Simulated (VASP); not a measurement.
Set up this calculation in VASP 6.6.1, as the native input.

- Task: single point
- Functional: PBE
- Potentials or basis: VASP PAW PBE potentials, release 64 (Na_pv, H)
- Cutoff: 520 eV
- k mesh: 8 × 8 × 8
- Occupations: fermi-dirac, width 0.02 eV
- Spin: no spin polarisation
- Dipole correction: no
- Further INCAR settings: ALGO = Normal; EDIFF = 1e-06; NBANDS = 11

The structure of NaH lies in POSCAR:

```
NaH
1.0
    2.9743244007      0.0000000000      0.0000000000
    0.0000000000      2.9743244007      0.0000000000
    0.0000000000      0.0000000000      2.9743244007
Na H
1 1
Direct
    0.0000000000      0.0000000000      0.0000000000
    0.5000000000      0.5000000000      0.5000000000
```

This cell differs from its parent crystal: strain +1.4%.

The input as run:

INCAR

```
SYSTEM = NaH
PREC     = Accurate       ! precision mode
ENCUT    = 520            ! plane-wave cutoff, eV
EDIFF    = 1E-6           ! SCF threshold, eV
ISMEAR   = -1             ! smearing method
SIGMA    = 0.02           ! smearing width, eV
LREAL    = .False.        ! projectors in reciprocal space
LASPH    = .True.         ! aspherical terms in the spheres
NELM     = 100            ! most SCF steps
ALGO     = Normal         ! electronic algorithm
ISIF     = 2              ! what is computed and relaxed
LWAVE    = .False.        ! write WAVECAR
LCHARG   = .False.        ! write CHGCAR
GGA      = PE             ! functional
NBANDS   = 11             ! bands
```

KPOINTS

```
regular mesh
0
Gamma
  8 8 8
  0 0 0
```

Potentials or basis: VASP PAW PBE potentials, release 64 (Na_pv, H).

Launch:

```sh
$ cat potpaw_PBE.64/Na_pv/POTCAR potpaw_PBE.64/H/POTCAR > POTCAR
$ mpirun -np 1 vasp_std > vasp.out
```

It gave:

```
Pressure               : -0.3 GPa
Band gap on the k mesh : 1.03 eV (least direct gap 4.38 eV)
```

Caveat: the cell differs from its parent crystal (strain +1.4%); the structure was generated, so it needn't be the stable form of NaH.

Wall time 10 s on 1 thread of Intel Xeon 8259CL, with other jobs on the host, peak memory 0.13 GiB.
